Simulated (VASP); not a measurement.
# C (Fd-3m) in VASP: a series of runs

C is run at these levels: PBE, PBE+D4; tasks: single point, relaxation of cell and atoms.

Program: VASP 6.6.1. These are calculated values, not measurements. Logs are shortened: lines on timing, memory, paths and dates and some standing lists are left out, and cuts for length are marked.

### 1 The cell of the first run

Symmetry: Fd-3m, No. 227, cubic system. Conventional cell: a = 3.572 Å, b = 3.572 Å, c = 3.572 Å, α = 90.00°, β = 90.00°, γ = 90.00°. Within 2.1 Å of C (site symmetry -43m) lie 4 C at 1.55 Å.

### 2 Single point, PBE

Contents of INCAR:

```
SYSTEM = C
  PREC = Accurate
  ENCUT = 520
  EDIFF = 1E-6
  ISMEAR = 0
  SIGMA = 0.02
  LREAL = .False.
  LASPH = .True.
  NELM = 60
  ALGO = Normal
  ISIF = 2
  LWAVE = .False.
  LCHARG = .True.
  GGA = PE
  LELF = .True.
  LVHAR = .True.
  NBANDS = 21
```

Contents of KPOINTS:

```
Automatic mesh
0
Gamma
  10 10 10
  0 0 0
```

Contents of POSCAR:

```
C
1.0
    0.0000000000      1.7858181871     -1.7858181871
    3.5716363742      0.0000000000      0.0000000000
   -1.7858181871     -3.5716363742     -1.7858181871
C
6
Direct
    0.1666666667      0.4166666667      0.3333333333
    0.5000000000      0.7500000000      0.0000000000
    0.8333333333      0.0833333333      0.6666666667
    0.3333333333      0.3333333333      0.6666666667
    0.6666666667      0.6666666667      0.3333333333
    1.0000000000      0.0000000000      1.0000000000
```

Potentials or basis: VASP PAW PBE potentials, release 64 (C).

Launch:

```
> cat potpaw_PBE.64/C/POTCAR > POTCAR
> mpirun -np 1 vasp_std > vasp.out
```

OUTCAR:

```text
SYSTEM = C
   PREC = Accurate
   ENCUT = 520
   EDIFF = 1E-6
   ISMEAR = 0
   LREAL = .False.
   LASPH = .True.
   NELM = 60
   ISIF = 2
   GGA = PE

 ion  position               nearest neighbor table
   1  0.167  0.417  0.333-   5 1.55   5 1.55   6 1.55   4 1.55
   2  0.500  0.750  0.000-   5 1.55   6 1.55   6 1.55   4 1.55
   3  0.833  0.083  0.667-   6 1.55   5 1.55   4 1.55   4 1.55
   4  0.333  0.333  0.667-   3 1.55   3 1.55   2 1.55   1 1.55
   5  0.667  0.667  0.333-   2 1.55   1 1.55   3 1.55   1 1.55
   6  0.000  0.000  0.000-   3 1.55   2 1.55   2 1.55   1 1.55

  LATTYP: Found a body centered orthorhombic cell.
 ALAT       =     2.5255283001
 B/A-ratio  =     1.4142135624
 C/A-ratio  =     3.0000000000

  Lattice vectors:

 A1 = (   1.7858181871,   3.5716363742,   1.7858181871)
 A2 = (  -1.7858181871,   1.7858181871,   3.5716363742)
 A3 = (   1.7858181871,  -3.5716363742,  -1.7858181871)

Analysis of symmetry for initial positions (statically):
=====================================================================
 Subroutine PRICEL returns following result:

  LATTYP: Found a face centered cubic cell.
 ALAT       =     3.5716363737

  Lattice vectors:

 A1 = (  -0.0000000005,   1.7858181866,  -1.7858181871)
 A2 = (   1.7858181869,   1.7858181869,   0.0000000000)
 A3 = (   1.7858181867,  -0.0000000004,  -1.7858181871)

   3 primitive cells build up your supercell.

 Routine SETGRP: Setting up the symmetry group for a
 body centered orthorhombic supercell.

 Subroutine GETGRP returns: Found  8 space group operations
 (whereof  4 operations were pure point group operations)
 out of a pool of  8 trial point group operations.

The static configuration has the point symmetry C_2v.
 The point group associated with its full space group is D_2h.

Analysis of symmetry for dynamics (positions and initial velocities):
=====================================================================
 Subroutine PRICEL returns following result:

  LATTYP: Found a face centered cubic cell.
 ALAT       =     3.5716363737

  Lattice vectors:

 A1 = (  -0.0000000005,   1.7858181866,  -1.7858181871)
 A2 = (   1.7858181869,   1.7858181869,   0.0000000000)
 A3 = (   1.7858181867,  -0.0000000004,  -1.7858181871)

   3 primitive cells build up your supercell.

 Routine SETGRP: Setting up the symmetry group for a
 body centered orthorhombic supercell.

 Subroutine GETGRP returns: Found  8 space group operations
 (whereof  4 operations were pure point group operations)
 out of a pool of  8 trial point group operations.

The dynamic configuration has the point symmetry C_2v.
 The point group associated with its full space group is D_2h.

 Subroutine INISYM returns: Found  8 space group operations
 (whereof  4 operations are pure point group operations),
 and found     3 'primitive' translations

----------------------------------------------------------------------------------------

                                     Primitive cell

  volume of cell :      11.3905

  direct lattice vectors                    reciprocal lattice vectors
    -0.000000001  1.785818187 -1.785818187    -0.279983709  0.279983709 -0.279983709
     1.785818187  1.785818187  0.000000000     0.279983709  0.279983709  0.279983709
     1.785818187 -0.000000000 -1.785818187     0.279983709 -0.279983709 -0.279983709

  length of vectors
     2.525528300  2.525528300  2.525528300     0.484946010  0.484946010  0.484946010

  position of ions in fractional coordinates (direct lattice)
     0.750000000  0.750000000  0.750000000
     0.000000000  1.000000000  0.000000000

  ion indices of the primitive-cell ions
   primitive index   ion index
                 1           1
                 2           4

----------------------------------------------------------------------------------------

 KPOINTS: Automatic mesh

Automatic generation of k-mesh.
 Grid dimensions read from file:
 generate k-points for:   10   10   10

 Generating k-lattice:

  Cartesian coordinates                     Fractional coordinates (reciprocal lattice)
     0.000000000  0.018665581 -0.037331161     0.100000000  0.000000000  0.000000000
     0.027998371 -0.009332790 -0.009332790     0.000000000  0.100000000  0.000000000
     0.000000000 -0.018665581 -0.018665581     0.000000000  0.000000000  0.100000000

  Length of vectors
     0.041737507  0.030953364  0.026397117

  Shift w.r.t. Gamma in fractional coordinates (k-lattice)
     0.000000000  0.000000000  0.000000000

 Subroutine IBZKPT returns following result:
 ===========================================

 Found    171 irreducible k-points:

 Following reciprocal coordinates:
            Coordinates               Weight
  0.000000  0.000000  0.000000      1.000000
  0.100000  0.000000  0.000000      4.000000
  0.200000  0.000000  0.000000      4.000000
  0.300000  0.000000  0.000000      4.000000
  0.400000  0.000000  0.000000      4.000000
  0.500000  0.000000  0.000000      2.000000
[... 16 lines left out ...]
 -0.400000  0.200000 -0.000000      8.000000
 -0.300000  0.200000  0.000000      8.000000
 [... further k-points ...]
   k-points           NKPTS =    171   k-points in BZ     NKDIM =    171   number of bands    NBANDS=     21
   number of dos      NEDOS =    301   number of ions     NIONS =      6
   total plane-waves  NPLWV =  20160
   dimension x,y,z NGX =    20 NGY =   28 NGZ =   36
   dimension x,y,z NGXF=    40 NGYF=   56 NGZF=   72
   ions per type =               6
   NGX,Y,Z   is equivalent  to a cutoff of  13.17, 13.03, 13.68 a.u.
   NGXF,Y,Z  is equivalent  to a cutoff of  26.33, 26.07, 27.36 a.u.
 SYSTEM =  C
   PREC   = accura    normal or accurate (medium, high low for compatibility)
   ISTART =      0    job   : 0-new  1-cont  2-samecut
   ICHARG =      2    charge: 1-file 2-atom 10-const
   ISPIN  =      1    spin polarized calculation?
   LNONCOLLINEAR =      F non collinear calculations
   LSORBIT =      F    spin-orbit coupling
   LASPH  =      T    aspherical Exc in radial PAW
   ENCUT  =  520.0 eV  38.22 Ry    6.18 a.u.   4.70  6.64  8.13*2*pi/ulx,y,z
   NELM   =     60;   NELMIN=  2; NELMDL= -5     # of ELM steps
   EDIFF  = 0.1E-05   stopping-criterion for ELM
   LREAL  =      F    real-space projection
   EDIFFG = 0.1E-04   stopping-criterion for IOM
   NSW    =      0    number of steps for IOM
   IBRION =     -1    ionic relax: 0-MD 1-quasi-New 2-CG
   NFREE  =      0    steps in history (QN), initial steepest desc. (CG)
   ISIF   =      2    stress and relaxation
   ISYM   =      2    0-nonsym 1-usesym 2-fastsym
   POTIM  = 0.5000    time-step for ionic-motion
   TEBEG  =    0.0;   TEEND  =   0.0 temperature during run
   PSTRESS=    0.0 pullay stress
   NELECT =      24.0000    total number of electrons
   NUPDOWN=      -1.0000    fix difference up-down
   EMIN   =  10.00;   EMAX   =-10.00  energy-range for DOS
   EFERMI =   0.00;   METHOD = LEGACY
   ISMEAR =     0;   SIGMA  =   0.02  broadening in eV -4-tet -1-fermi 0-gaus
   EFERMI_NEDOS =   21; number of points for ismear=-14 and -15
   IALGO  =     38    algorithm
   IMIX   =      4    mixing-type and parameters
     AMIX     =   0.40;   BMIX     =  1.00
     AMIX_MAG =   1.60;   BMIX_MAG =  1.00
  volume/ion in A,a.u.               =       5.70        38.43
  Fermi-wavevector in a.u.,A,eV,Ry     =   1.455205  2.749939 28.812001  2.117622
  Thomas-Fermi vector in A             =   2.572267
   LORBIT       =      0    0 simple, 1 ext, 2 COOP (PROOUT), +10 PAW based schemes
   GGA     = PE    functional components
   LHFCALC =     F    Hartree Fock is set to
   AEXX    =    0.0000 exact exchange contribution
   IVDW    =     0    specifies the selected vdW correction
   LEPSILON=     F    determine dielectric tensor
   LRPA    =     F    only Hartree local field effects (RPA)
 non-spin polarized calculation
 Gauss-broadening in eV      SIGMA  =   0.02
  energy-cutoff  :      520.00
  volume of cell :       34.17
 maximum number of plane-waves:       949
   NGX =  9   NGY = 13   NGZ = 17

 number of electron      24.0000001 magnetization

 Free energy of the ion-electron system (eV)
  ---------------------------------------------------
  ext. energy  EPLUGINS =         0.00000000
  ---------------------------------------------------
  free energy    TOTEN  =       -54.55729265 eV

  energy without entropy =      -54.55729265  energy(sigma->0) =      -54.55729265

 E-fermi :   9.7894     XC(G=0): -13.2303

 val. band max:        9.6704544147   @ k =   0.0000   0.0000   0.0000
 cond. band min:      13.8310309560   @ k =   0.0000   0.2000   0.4000
 fundamental gap:      4.1605765413
 Fermi energy:         9.7894387584

 k-point     1 :       0.0000    0.0000    0.0000
  band No.  band energies     occupation
      1     -11.7515      2.00000
      2      -4.3537      2.00000
      3      -4.3537      2.00000
      4      -1.2400      2.00000
      5      -1.2400      2.00000
      6       0.3327      2.00000
[... 13 lines left out ...]
     20      22.9145      0.00000
     21      23.1595      0.00000

 k-point     2 :       0.1000    0.0000    0.0000
  band No.  band energies     occupation
      1     -11.5468      2.00000
      2      -4.7564      2.00000
      3      -3.6793      2.00000
      4      -1.5385      2.00000
      5      -0.8218      2.00000
      6       0.3968      2.00000
[... 13 lines left out ...]
     20      22.5893      0.00000
     21      23.0555      0.00000

 k-point     3 :       0.2000    0.0000    0.0000
  band No.  band energies     occupation
      1     -10.9355      2.00000
      2      -4.8426      2.00000
      3      -2.7908      2.00000
      4      -1.8823      2.00000
      5      -0.4736      2.00000
      6       0.9351      2.00000
[... 13 lines left out ...]
     20      21.3681      0.00000
     21      22.1503      0.00000

 k-point     4 :       0.3000    0.0000    0.0000
  band No.  band energies     occupation
      1      -9.9262      2.00000
      2      -4.5874      2.00000
      3      -2.9550      2.00000
      4      -1.7250      2.00000
      5      -0.8143      2.00000
      6       1.0742      2.00000
[... 13 lines left out ...]
     20      21.7356      0.00000
     21      22.2530      0.00000

 k-point     5 :       0.4000    0.0000    0.0000
  band No.  band energies     occupation
      1      -8.5374      2.00000
      2      -4.8426      2.00000
      3      -3.9866      2.00000
      4      -1.9061      2.00000
      5      -0.4736      2.00000
      6       1.3847      2.00000
[... 13 lines left out ...]
     20      21.3681      0.00000
     21      21.7435      0.00000

 k-point     6 :       0.5000    0.0000    0.0000
  band No.  band energies     occupation
      1      -6.8092      2.00000
      2      -6.8092      2.00000
      3      -3.0637      2.00000
      4      -3.0637      2.00000
      5       0.9983      2.00000
      6       0.9983      2.00000
[... 13 lines left out ...]
     20      21.0430      0.00000
     21      23.7850      0.00000

 k-point     7 :       0.0000    0.1000   -0.0000
  band No.  band energies     occupation
      1     -11.6389      2.00000
      2      -4.9222      2.00000
      3      -4.0988      2.00000
      4      -1.9596      2.00000
      5      -1.6783      2.00000
      6       1.0365      2.00000
[... 13 lines left out ...]
     20      22.8522      0.00000
     21      23.0084      0.00000
[... 291 lines left out ...]
      1      -9.2481      2.00000
      2      -5.4385      2.00000
      3      -4.4735      2.00000
      4      -1.7295      2.00000
      5      -0.5401      2.00000
      6       1.8744      2.00000
[... 13 lines left out ...]
     20      21.8986      0.00000
     21      22.7908      0.00000

 k-point    21 :       0.4000    0.2000    0.0000
  band No.  band energies     occupation
      1      -7.7997      2.00000
      2      -5.1084      2.00000
      3      -4.7785      2.00000
      4      -2.2282      2.00000
      5      -0.8366      2.00000
      6       0.9027      2.00000
[... 13 lines left out ...]
     20      21.4914      0.00000
     21      22.8922      0.00000

 k-point    22 :       0.5000    0.2000    0.0000
  band No.  band energies     occupation
      1      -6.8112      2.00000
      2      -6.0445      2.00000
      3      -3.8184      2.00000
      4      -1.8181      2.00000
      5      -1.1227      2.00000
      6      -0.6626      2.00000
[... 13 lines left out ...]
     20      22.1914      0.00000
     21      23.2252      0.00000

 k-point    23 :      -0.4000    0.2000   -0.0000
  band No.  band energies     occupation
      1      -8.4291      2.00000
      2      -4.2350      2.00000
      3      -3.0195      2.00000
      4      -2.4037      2.00000
      5      -1.7230      2.00000
      6       0.5562      2.00000
[... 13 lines left out ...]
     20      22.6054      0.00000
     21      23.7772      0.00000

 k-point    24 :      -0.3000    0.2000    0.0000
  band No.  band energies     occupation
      1      -9.7282      2.00000
      2      -3.6793      2.00000
      3      -3.6219      2.00000
      4      -1.8343      2.00000
      5      -1.5385      2.00000
      6       0.3968      2.00000
[... 13 lines left out ...]
     20      22.5893      0.00000
     21      23.1428      0.00000

 [... further k-points ...]

------------------------ aborting loop because EDIFF is reached ----------------------------------------

  FORCE on cell =-STRESS in cart. coord.  units (eV):
  Direction    XX          YY          ZZ          XY          YZ          ZX
  --------------------------------------------------------------------------------------
  -------------------------------------------------------------------------------------
  Total        0.1379885      0.1384455      0.1384455      0.0000000     -0.0004227     -0.0000000
  in kB        6.4697956      6.4912227      6.4912227      0.0000000     -0.0198169     -0.0000000
  external PRESSURE =       6.4840803 kB  Pullay stress =       0.0000000 kB

 VOLUME and BASIS-vectors are now :
 -----------------------------------------------------------------------------
  energy-cutoff  :      520.00
  volume of cell :       34.17
      direct lattice vectors                 reciprocal lattice vectors
     0.000000000  1.785818187 -1.785818187     0.000000000  0.186655806 -0.373311612
     3.571636374  0.000000000  0.000000000     0.279983709 -0.093327903 -0.093327903
    -1.785818187 -3.571636374 -1.785818187     0.000000000 -0.186655806 -0.186655806

 POSITION                                       TOTAL-FORCE (eV/Angst)
 -----------------------------------------------------------------------------------
      0.89291     -0.89291     -0.89291         0.000065     -0.000000      0.000000
      2.67873      0.89291     -0.89291         0.000065      0.000000     -0.000000
     -0.89291     -0.89291     -2.67873         0.000065     -0.000000     -0.000000
     -0.00000     -1.78582     -1.78582        -0.000065      0.000000      0.000000
      1.78582      0.00000     -1.78582        -0.000065     -0.000000      0.000000
      0.00000      0.00000      0.00000        -0.000065      0.000000     -0.000000
 -----------------------------------------------------------------------------------
    total drift:                               -0.000000      0.000000     -0.000000

  FREE ENERGIE OF THE ION-ELECTRON SYSTEM (eV)
  ---------------------------------------------------
  free  energy   TOTEN  =       -54.5572926482 eV

  energy  without entropy=      -54.5572926482  energy(sigma->0) =      -54.55729265
```

Wall time 3 min (1 thread of Intel Xeon 8259CL, shared host); peak memory 0.21 GiB.

What came out:

```
Free energy            : -54.5573 eV
Pressure               : 0.6 GPa
Band gap on the k mesh : 4.16 eV
```

Levels at points of the mesh, in eV from the valence-band top:
| k point | band 10 | band 11 | band 12 | band 13 | band 14 | band 15 |
| --- | --- | --- | --- | --- | --- | --- |
| (0.00, 0.00, 0.00) | 0.00 | 0.00 | 0.00 | 5.58 | 5.58 | 5.58 |
| (0.50, 0.00, 0.00) | -6.27 | -4.79 | -4.79 | 4.75 | 4.75 | 7.68 |
| (0.00, 0.50, 0.00) | -3.42 | -2.79 | -2.79 | 6.00 | 6.00 | 8.44 |
| (0.50, 0.50, 0.00) | -5.90 | -2.79 | -2.79 | 8.44 | 8.44 | 8.78 |
| (0.00, 0.00, 0.50) | -4.79 | -1.37 | -1.37 | 4.75 | 4.75 | 7.61 |

(Continued in part 2 of 2.)
